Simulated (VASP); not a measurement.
Set up this calculation in VASP 6.6.1, as the native input.

```
Task                   : single point
Functional             : PBE
Potentials or basis    : VASP PAW PBE potentials, release 64 (Ta_pv, Tl_d)
Cutoff                 : 520 eV
k mesh                 : 12 × 12 × 4
Occupations            : gaussian, width 0.1 eV
Spin                   : no spin polarisation
Dipole correction      : no
Further INCAR settings : ALGO = Fast; EDIFF = 1e-07; NBANDS = 44
```

The structure of Ta2Tl lies in POSCAR:

```
Ta2Tl
1.0
    3.0358008483      0.0000000000      0.0000000000
   -1.5179004242      2.6290806555      0.0000000000
    0.0000000000      0.0000000000     15.1974645130
Ta Tl
4 2
Direct
    0.6666666667      0.3333333333      0.4183659465
    0.3333333333      0.6666666667      0.9183659465
    0.6666666667      0.3333333333      0.0816340535
    0.3333333333      0.6666666667      0.5816340535
    0.6666666667      0.3333333333      0.7500000000
    0.3333333333      0.6666666667      0.2500000000
```

The input as run:

INCAR

```
  PREC = Accurate
  ENCUT = 520
  EDIFF = 1E-7
  ISMEAR = 0
  SIGMA = 0.1
  LREAL = F
  LASPH = T
  NELM = 80
  ALGO = Fast
  ISIF = 2
  LWAVE = F
  LCHARG = F
  GGA = PE
  NBANDS = 44
```

KPOINTS

```
regular mesh
0
Gamma
  12 12 4
```

Potentials or basis: VASP PAW PBE potentials, release 64 (Ta_pv, Tl_d).

Launch:

```sh
$ cat potpaw_PBE.64/Ta_pv/POTCAR potpaw_PBE.64/Tl_d/POTCAR > POTCAR
$ mpirun -np 1 vasp_std > vasp.out
```

Results of the run:

```yaml
Pressure: 0.0 GPa
Largest_force: 0.005 eV/Å
Band_gap_on_the_k_mesh: zero (band 35 reaches 7.48 eV, above the bottom of band 36 at 6.50 eV)
```

Caveat: spin-orbit coupling is left out, which moves the levels of the heavy elements.

It took 6.6 min on 1 thread of AMD EPYC 7R43 64-Core Processor (Zen 3), on a shared host, peak memory 0.37 GiB.
